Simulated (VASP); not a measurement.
The system is NbTe.

```
Te Nb
1.0
     3.70297    0.00000    0.00000
    -1.85149    3.20687    0.00000
     0.00000    0.00000    3.69421
Te Nb
1 1
Direct
  0.66667 0.33333 0.00000
  0.00000 0.00000 0.50000
```

```yaml
Program: VASP 6.6.1
Task: relaxation of cell and atoms
Functional: PBEsol
Potentials_or_basis: VASP PAW PBE potentials, release 64 (Te, Nb_sv)
Cutoff: 600 eV
k_mesh: 8 × 8 × 7
Occupations: fermi-dirac, width 0.05 eV
Spin: no spin polarisation
```

At the start: pressure -5.3 GPa; volume 21.93 Å³/atom.

Question: Where does the relaxation end?

Answer: Over 12 steps the energy falls by 17.0 meV/atom and the volume is 20.95 Å³/atom (-4.5 %); space group P-6m2 (No. 187, to 0.05 Å).

Step by step:
| step | energy change (eV) | largest force (eV/Å) | pressure (GPa) | volume (Å³) |
| --- | --- | --- | --- | --- |
| 1 | 0.0000 | 0.0000 | -5.31 | 43.87 |
| 2 | 0.0447 | 0.0000 | 10.05 | 39.41 |
| 3 | -0.0321 | 0.0000 | -0.10 | 42.04 |
| 4 | -0.0321 | 0.0000 | -0.03 | 42.01 |
| 5 | -0.0321 | 0.0000 | 0.13 | 41.97 |
| 6 | -0.0338 | 0.0000 | 0.17 | 41.89 |
| 7 | -0.0340 | 0.0000 | 0.19 | 41.86 |
| 8 | -0.0340 | 0.0000 | 0.17 | 41.85 |
| 9 | -0.0340 | 0.0000 | 0.17 | 41.84 |
| 10 | -0.0340 | 0.0000 | 0.19 | 41.85 |
| 11 | -0.0339 | 0.0000 | -0.29 | 42.00 |
| 12 | -0.0340 | 0.0000 | 0.01 | 41.90 |

Final structure:
```
Te Nb
1.0
     3.62941    0.00000    0.00000
    -1.81471    3.14316    0.00000
     0.00000    0.00000    3.67264
Te Nb
1 1
Direct
  0.66667 0.33333 0.00000
  0.00000 0.00000 0.50000
```

Caveat: the PAW data sets were made with another functional, which shifts forces and pressure a little.
